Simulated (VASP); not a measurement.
# NbSn (P6_3/mmc) in VASP: further runs, part 2 of 2

VASP 6.6.1. The steps go on from the part before.

## 3. Single point, PBE (volume scaled by 1.04)

INCAR reads:

```
ALGO     = Normal         # electronic algorithm
EDIFF    = 1E-6           # SCF threshold, eV
ENCUT    = 520            # plane-wave cutoff, eV
GGA      = PE             # functional
ISIF     = 2              # what is computed and relaxed
ISMEAR   = -1             # smearing method
LASPH    = True           # aspherical terms in the spheres
LCHARG   = True           # write CHGCAR
LELF     = True           # ELF
LREAL    = False          # projectors in reciprocal space
LVHAR    = True         
LWAVE    = False          # write WAVECAR
NBANDS   = 35             # bands
NELM     = 100            # most SCF steps
PREC     = Accurate       # precision mode
SIGMA    = 0.05           # smearing width, eV
```

KPOINTS reads:

```
k-points
0
Gamma
  8 8 5
```

POSCAR reads:

```
NbSn
1.0
    4.1077116839      0.0000000000      0.0000000000
   -2.0538558419      3.5573826748      0.0000000000
    0.0000000000      0.0000000000      5.6354662483
Nb Sn
2 2
Direct
    0.0000000000      0.0000000000      0.0000000000
    0.0000000000      0.0000000000      0.5000000000
    0.3333333300      0.6666666700      0.2500000000
    0.6666666700      0.3333333300      0.7500000000
```

Potentials or basis: VASP PAW PBE potentials, release 64 (Nb_sv, Sn_d).

On the command line:

```bash
cat potpaw_PBE.64/Nb_sv/POTCAR potpaw_PBE.64/Sn_d/POTCAR > POTCAR
mpirun -np 1 vasp_std > vasp.out
```

OUTCAR:

```text
EDIFF = 1E-6
   ENCUT = 520
   GGA = PE
   ISIF = 2
   ISMEAR = -1
   LASPH = True
   LREAL = False
   NELM = 100
   PREC = Accurate

 ion  position               nearest neighbor table
   1  0.000  0.000  0.000-   3 2.76   4 2.76   4 2.76   3 2.76   4 2.76   3 2.76   2 2.82   2 2.82

   2  0.000  0.000  0.500-   3 2.76   4 2.76   4 2.76   3 2.76   4 2.76   3 2.76   1 2.82   1 2.82

   3  0.333  0.667  0.250-   1 2.76   2 2.76   1 2.76   2 2.76   1 2.76   2 2.76   4 3.68   4 3.68
                             4 3.68   4 3.68   4 3.68   4 3.68
   4  0.667  0.333  0.750-   1 2.76   2 2.76   1 2.76   2 2.76   1 2.76   2 2.76   3 3.68   3 3.68
                             3 3.68   3 3.68   3 3.68   3 3.68

  LATTYP: Found a hexagonal cell.
 ALAT       =     4.1077116839
 C/A-ratio  =     1.3719235141

  Lattice vectors:

 A1 = (   4.1077116839,   0.0000000000,   0.0000000000)
 A2 = (  -2.0538558419,   3.5573826748,   0.0000000000)
 A3 = (   0.0000000000,   0.0000000000,   5.6354662483)

Analysis of symmetry for initial positions (statically):
=====================================================================
 Subroutine PRICEL returns:
 Original cell was already a primitive cell.

 Routine SETGRP: Setting up the symmetry group for a
 hexagonal supercell.

 Subroutine GETGRP returns: Found 24 space group operations
 (whereof 12 operations were pure point group operations)
 out of a pool of 24 trial point group operations.

The static configuration has the point symmetry D_3d.
 The point group associated with its full space group is D_6h.

Analysis of symmetry for dynamics (positions and initial velocities):
=====================================================================
 Subroutine PRICEL returns:
 Original cell was already a primitive cell.

 Routine SETGRP: Setting up the symmetry group for a
 hexagonal supercell.

 Subroutine GETGRP returns: Found 24 space group operations
 (whereof 12 operations were pure point group operations)
[... 120 lines left out ...]
   EMIN   =  10.00;   EMAX   =-10.00  energy-range for DOS
   EFERMI =   0.00;   METHOD = LEGACY
   ISMEAR =    -1;   SIGMA  =   0.05  broadening in eV -4-tet -1-fermi 0-gaus
   EFERMI_NEDOS =   21; number of points for ismear=-14 and -15
   IALGO  =     38    algorithm
   IMIX   =      4    mixing-type and parameters
     AMIX     =   0.40;   BMIX     =  1.00
     AMIX_MAG =   1.60;   BMIX_MAG =  1.00
  volume/ion in A,a.u.               =      20.59       138.93
  Fermi-wavevector in a.u.,A,eV,Ry     =   1.422283  2.687725 27.523067  2.022888
  Thomas-Fermi vector in A             =   2.543003
   LORBIT       =      0    0 simple, 1 ext, 2 COOP (PROOUT), +10 PAW based schemes
   GGA     = PE    functional components
   LHFCALC =     F    Hartree Fock is set to
   AEXX    =    0.0000 exact exchange contribution
   IVDW    =     0    specifies the selected vdW correction
   LEPSILON=     F    determine dielectric tensor
   LRPA    =     F    only Hartree local field effects (RPA)
 non-spin polarized calculation
  energy-cutoff  :      520.00
  volume of cell :       82.35
 maximum number of plane-waves:      2235
 NGX is ok and might be reduce to    32
   NGX = 15   NGY = 15   NGZ = 21

 number of electron      54.0000015 magnetization

 Free energy of the ion-electron system (eV)
  ---------------------------------------------------
  ext. energy  EPLUGINS =         0.00000000
  ---------------------------------------------------
  free energy    TOTEN  =       -26.15552595 eV

  energy without entropy =      -26.13506978  energy(sigma->0) =      -26.14529786

 E-fermi :  10.2149     XC(G=0): -11.6221

 val. band max:       10.2049502829   @ k =   0.3750   0.2500   0.4000
 cond. band min:      10.2432837949   @ k =   0.2500   0.2500   0.2000
 fundamental gap:      0.0383335120
 Fermi energy:        10.2149275226

 k-point     1 :       0.0000    0.0000    0.0000
  band No.  band energies     occupation
      1     -44.6264      2.00000
      2     -44.5029      2.00000
      3     -21.0410      2.00000
      4     -20.8595      2.00000
      5     -20.8595      2.00000
      6     -20.7281      2.00000
[... 901 lines left out ...]
     34      15.3930      0.00000
     35      15.7864      0.00000

 [... further k-points ...]
[... 5 lines left out ...]
  --------------------------------------------------------------------------------------
  -------------------------------------------------------------------------------------
  Total        8.0404985      8.0404985     14.0403203      0.0000000      0.0000000      0.0000000
  in kB      156.4347252    156.4347257    273.1663541      0.0000000      0.0000000      0.0000000
  external PRESSURE =     195.3452684 kB  Pullay stress =       0.0000000 kB

 VOLUME and BASIS-vectors are now :
 -----------------------------------------------------------------------------
  energy-cutoff  :      520.00
  volume of cell :       82.35
      direct lattice vectors                 reciprocal lattice vectors
     4.107711684  0.000000000  0.000000000     0.243444545  0.140552773  0.000000000
    -2.053855842  3.557382675  0.000000000     0.000000000  0.281105546  0.000000000
     0.000000000  0.000000000  5.635466248     0.000000000  0.000000000  0.177447607

 POSITION                                       TOTAL-FORCE (eV/Angst)
 -----------------------------------------------------------------------------------
      0.00000      0.00000      0.00000         0.000000      0.000000     -0.000000
      0.00000      0.00000      2.81773         0.000000      0.000000     -0.000000
     -0.00000      2.37159      1.40887        -0.000000     -0.000000     -0.000000
      2.05386      1.18579      4.22660         0.000000     -0.000000      0.000000
 -----------------------------------------------------------------------------------
    total drift:                                0.000000     -0.000000      0.000000

  FREE ENERGIE OF THE ION-ELECTRON SYSTEM (eV)
  ---------------------------------------------------
  free  energy   TOTEN  =       -26.1555259464 eV

  energy  without entropy=      -26.1350697817  energy(sigma->0) =      -26.14529786
```

Run time: 49 s. Hardware: 1 thread of Intel Xeon 6975P-C (Granite Rapids), shared host; peak memory 0.22 GiB.

What came out:

* Free energy: -26.1555 eV
* Pressure: 19.5 GPa
* Band gap on the k mesh: zero (band 27 reaches 10.69 eV, above the bottom of band 28 at 9.87 eV)

Stress tensor (GPa, compression positive):
```
15.64  0.00  0.00
 0.00 15.64  0.00
 0.00  0.00 27.32
```

Levels at points of the mesh, in eV from the Fermi level:
| k point | band 25 | band 26 | band 27 | band 28 | band 29 | band 30 |
| --- | --- | --- | --- | --- | --- | --- |
| (0.00, 0.00, 0.00) | -0.98 | -0.98 | 0.18 | 0.18 | 2.70 | 2.70 |
| (0.50, 0.00, 0.00) | -0.99 | -0.77 | -0.15 | 0.43 | 0.54 | 1.24 |

Caveat: spin-orbit coupling is left out, which moves the levels of the heavy elements.

## 4. Single point, PBE (volume scaled by 1.06)

INCAR reads:

```
  PREC = Accurate
  ENCUT = 520
  EDIFF = 1E-7
  ISMEAR = -1
  SIGMA = 0.05
  LREAL = False
  LASPH = True
  NELM = 100
  ALGO = Normal
  ISIF = 2
  LWAVE = False
  LCHARG = True
  GGA = PE
  LELF = True
  LVHAR = True
  NBANDS = 35
```

KPOINTS reads:

```
regular mesh
0
Gamma
  8 8 5
```

POSCAR reads:

```
NbSn
1.0
    4.1338761580      0.0000000000      0.0000000000
   -2.0669380790      3.5800417741      0.0000000000
    0.0000000000      0.0000000000      5.6713619055
Nb Sn
2 2
Direct
    0.0000000000      0.0000000000      0.0000000000
    0.0000000000      0.0000000000      0.5000000000
    0.3333333300      0.6666666700      0.2500000000
    0.6666666700      0.3333333300      0.7500000000
```

On the command line:

```bash
cat potpaw_PBE.64/Nb_sv/POTCAR potpaw_PBE.64/Sn_d/POTCAR > POTCAR
mpirun -np 1 vasp_std > vasp.out
```

Wall time 50 s (1 thread of Intel Xeon 6975P-C (Granite Rapids), shared host); peak memory 0.23 GiB.

Results (log left out):

```
Free energy            : -26.3330 eV
Pressure               : 16.2 GPa
Band gap on the k mesh : zero (band 27 reaches 10.39 eV, above the bottom of band 28 at 9.61 eV)
```

Stress tensor (GPa, compression positive):
```
12.57  0.00  0.00
 0.00 12.57  0.00
 0.00  0.00 23.60
```

Levels at points of the mesh, in eV from the Fermi level:
| k point | band 23 | band 24 | band 25 | band 26 | band 27 | band 28 | band 29 | band 30 | band 31 | band 32 |
| --- | --- | --- | --- | --- | --- | --- | --- | --- | --- | --- |
| (0.00, 0.00, 0.00) | -2.96 | -2.10 | -0.94 | -0.94 | 0.19 | 0.19 | 2.64 | 2.64 | 2.95 | 2.95 |
| (0.50, 0.00, 0.00) | -2.33 | -2.11 | -0.97 | -0.78 | -0.16 | 0.43 | 0.52 | 1.21 | 2.02 | 2.16 |

Caveat: spin-orbit coupling is left out, which moves the levels of the heavy elements.

## 5. The runs side by side

```tsv
cell	gap on the mesh (eV)	pressure (GPa)
a = 4.081, b = 4.081, c = 5.599 Å, angles 90.0, 90.0, 120.0°, 4 atoms	none	23.1
a = 4.108, b = 4.108, c = 5.635 Å, angles 90.0, 90.0, 120.0°, 4 atoms	none	19.5
a = 4.134, b = 4.134, c = 5.671 Å, angles 90.0, 90.0, 120.0°, 4 atoms	none	16.2
```

Alike in all rows: task single point; level PBE; potentials or basis VASP PAW PBE potentials, release 64 (Nb_sv, Sn_d); no spin polarisation; k mesh 8 × 8 × 5; cutoff (eV) 520; smearing fermi-dirac 0.05 eV.

Caveats: spin-orbit coupling is left out, which moves the levels of the heavy elements.

Total energies depend on the potentials used, so only differences within one code and one set of settings carry meaning.
